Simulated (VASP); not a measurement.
Write the native input for VASP 6.6.1 that does the following.

```yaml
Task: relaxation of shape and atoms at fixed volume
Functional: PBE
Potentials_or_basis: VASP PAW PBE potentials, release 64 (Ba_sv, Ti_sv, O)
Cutoff: 600 eV
k_mesh: 8 × 8 × 8
Occupations: gaussian, width 0.02 eV
Spin: no spin polarisation
Dipole_correction: no
Further_INCAR_settings: ALGO = Normal; EDIFF = 1e-06; IBRION = 2; EDIFFG = -0.01; NSW = 50; ISIF = 4
```

The structure of BaTiO3 lies in POSCAR:

```
BaTiO3
1.0
    4.0177686165      0.0000000000      0.0000000000
    0.0000000000      4.0177686165      0.0000000000
    0.0000000000      0.0000000000      4.5479335089
Ba Ti O
1 1 3
Direct
    0.0000000000      0.0000000000     -0.0349314380
    0.5000000000      0.5000000000      0.4595549308
    0.5000000000      0.5000000000      0.0624372024
    0.5000000000      0.0000000000      0.5279696525
    0.0000000000      0.5000000000      0.5279696525
```

These files were run (other wordings do the same):

INCAR

```
SYSTEM = BaTiO3
ALGO = Normal
EDIFF = 1E-6
EDIFFG = -0.01
ENCUT = 600
GGA = PE
IBRION = 2
ISIF = 4
ISMEAR = 0
LASPH = .True.
LCHARG = .False.
LREAL = .False.
LWAVE = .False.
NELM = 100
NSW = 50
PREC = Accurate
SIGMA = 0.02
```

KPOINTS

```
k-points
0
Gamma
  8 8 8
  0 0 0
```

Potentials or basis: VASP PAW PBE potentials, release 64 (Ba_sv, Ti_sv, O).

Command:

```console
$ cat potpaw_PBE.64/Ba_sv/POTCAR potpaw_PBE.64/Ti_sv/POTCAR potpaw_PBE.64/O/POTCAR > POTCAR
$ mpirun -np 1 vasp_std > vasp.out
```

It gave:

```
Energy gained by relaxing    : 3.9 meV/atom
Ionic steps                  : 12
Pressure after relaxing      : -3.7 GPa
Largest force after relaxing : 0.009 eV/Å
Band gap on the k mesh       : 1.80 eV (least direct gap 2.55 eV)
```

Caveat: spin-orbit coupling is left out, which moves the levels of the heavy elements.

Wall time 22 min on 1 thread of Oxide Virtual Turin-like Processor, on a shared host, peak memory 0.29 GiB.
